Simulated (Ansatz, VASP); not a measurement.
# One calculation of AlN, two programs

```
CELL_PARAMETERS angstrom
3.11382 0.00000 0.00000
-1.55691 2.69664 0.00000
0.00000 0.00000 4.98357
ATOMIC_POSITIONS crystal
Al 0.33333 0.66667 0.99801
Al 0.66667 0.33333 0.49801
N 0.33333 0.66667 0.37999
N 0.66667 0.33333 0.87999
```

Alike in both runs: functional PBEsol; k mesh 9 × 9 × 6; occupations gaussian, width 0.02 eV; no spin polarisation.

Ansatz relaxed the structure, and its values are those at the end. VASP's run is a single point on that final structure, the one shown.

|  | VASP | Ansatz |
| --- | --- | --- |
| version | VASP 6.6.1 | Ansatz 0.2.0 |
| potentials or method | VASP PAW PBE potentials, release 64 (Al, N), cutoff 600 eV | scalar-relativistic, plane waves, PAW |
| valence electrons in the cell | 16 | 16 |

```tsv
	VASP	Ansatz	Ansatz less VASP
gap on the k mesh at the Fermi level (eV)	4.11	4.09	-0.016
least direct gap on the mesh (eV)	4.11	4.09	-0.016
pressure (GPa)	-0.2	0.0	+0.20
```

VASP's potentials were made for PBE, not for PBEsol.
